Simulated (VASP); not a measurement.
Crystal: C.

```
C
1.0
     2.52210    0.00000    0.00000
    -1.26105    2.18420    0.00000
     0.00000    0.00000   12.35570
C
12
Direct
  0.66667 0.33333 0.35417
  0.33333 0.66667 0.85417
  0.66667 0.33333 0.14583
  0.33333 0.66667 0.64583
  0.66667 0.33333 0.47917
  0.33333 0.66667 0.97917
  0.66667 0.33333 0.02083
  0.33333 0.66667 0.52083
  0.00000 0.00000 0.81250
  0.00000 0.00000 0.31250
  0.00000 0.00000 0.68750
  0.00000 0.00000 0.18750
```

Base run:

- Program: VASP 6.6.1
- Functional: TB-mBJ
- Potentials or basis: VASP PAW PBE potentials, release 64 (C)
- Cutoff: 520 eV
- k mesh: 12 × 12 × 4
- Occupations: gaussian, width 0.02 eV
- Spin: no spin polarisation

Its results: band gap on the k mesh 5.18 eV (least direct gap 6.31 eV).

**Question.** The run is repeated on the same cell with these changes: functional from TB-mBJ to PBE. What comes out?

**Answer.** Band gap on the k mesh 4.38 eV (least direct gap 5.30 eV).
